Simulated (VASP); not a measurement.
Input of a VASP 6.6.1 run:

INCAR

```
SYSTEM = InSb
PREC = Accurate ; ENCUT = 520
EDIFF = 1E-6 ; ISMEAR = 0
SIGMA = 0.1 ; LREAL = .False.
LASPH = .True. ; NELM = 80
ALGO = Normal ; ISIF = 2
LWAVE = .False. ; LCHARG = .False.
GGA = PS ; NBANDS = 16
```

File KPOINTS:

```
regular mesh
0
Gamma
  12 12 12
  0 0 0
```

File POSCAR:

```
InSb
1.0
    0.0000000000      3.2599290676      3.2599290676
    3.2599290676      0.0000000000      3.2599290676
    3.2599290676      3.2599290676      0.0000000000
In Sb
1 1
Direct
    0.0000000000      0.0000000000      0.0000000000
    0.7500000000      0.7500000000      0.7500000000
```

Potentials or basis: VASP PAW PBE potentials, release 64 (In_d, Sb).

The run is started by

```sh
$ cat potpaw_PBE.64/In_d/POTCAR potpaw_PBE.64/Sb/POTCAR > POTCAR
$ mpirun -np 1 vasp_std > vasp.out
```

What does it give for the pressure?

0.0 GPa.

What does it give for the band gap on the k mesh?

Zero (filled and empty bands touch).

Caveat: the PAW data sets were made with another functional, which shifts forces and pressure a little; spin-orbit coupling is left out, which moves the levels of the heavy elements.

**The experiment to reproduce.**

From “Electronic Structure and Epitaxy of CdTe Shells on InSb Nanowires”, 2021, arxiv:2111.05126, for a bulk crystal of InSb: band gap 0.24 eV.

Against the measured gap of InSb, 0.24 eV (quoted in “Electronic Structure and Epitaxy of CdTe Shells on InSb Nanowires”, 2021, arxiv:2111.05126), the calculated 0.00 eV is off by -0.24 eV. Spin-orbit coupling on In, Sb is left out. The value is that of PBEsol on a finite k mesh, which can miss the band edges, without temperature or zero-point motion. Semilocal functionals fall short of measured gaps as a rule.
